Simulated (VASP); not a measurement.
Wanted: the native input for a VASP 6.6.1 run.

```
Task                   : single point
Functional             : PBEsol
Potentials or basis    : VASP PAW PBE potentials, release 64 (Cs_sv)
Cutoff                 : 520 eV
k mesh                 : 10 × 10 × 10
Occupations            : gaussian, width 0.15 eV
Spin                   : no spin polarisation
Dipole correction      : no
Further INCAR settings : ALGO = Fast; EDIFF = 1e-06; NBANDS = 10
```

The structure of Cs lies in POSCAR:

```
Cs
1.0
    0.0000000000      3.9483357400      3.6324688808
    3.9483357400      0.0000000000      3.6324688808
    3.9483357400      3.9483357400      0.0000000000
Cs
1
Direct
    0.0000000000      0.0000000000      0.0000000000
```

This cell differs from its parent crystal: strain +0.000 along x and y, -0.080 along z.

One way to write it, as run:

INCAR

```
PREC     = Accurate       # precision mode
ENCUT    = 520            # plane-wave cutoff, eV
EDIFF    = 1E-6           # SCF threshold, eV
ISMEAR   = 0              # smearing method
SIGMA    = 0.15           # smearing width, eV
LREAL    = F              # projectors in reciprocal space
LASPH    = T              # aspherical terms in the spheres
NELM     = 60             # most SCF steps
ALGO     = Fast           # electronic algorithm
ISIF     = 2              # what is computed and relaxed
LWAVE    = F              # write WAVECAR
LCHARG   = F              # write CHGCAR
GGA      = PS             # functional
NBANDS   = 10             # bands
```

KPOINTS

```
Automatic mesh
0
Gamma
  10 10 10
```

Potentials or basis: VASP PAW PBE potentials, release 64 (Cs_sv).

Launch:

```bash
$ cat potpaw_PBE.64/Cs_sv/POTCAR > POTCAR
$ mpirun -np 1 vasp_std > vasp.out
```

It gave:

```
Pressure               : -0.1 GPa
Band gap on the k mesh : zero (an odd number of electrons rules out a gap without spin polarisation)
```

Caveat: the cell differs from its parent crystal (strain +0.000 along x and y, -0.080 along z); the PAW data sets were made with another functional, which shifts forces and pressure a little; spin-orbit coupling is left out, which moves the levels of the heavy elements.

It took 2.4 min on 1 thread of AMD EPYC 7R13 (shared host), peak memory 0.27 GiB.
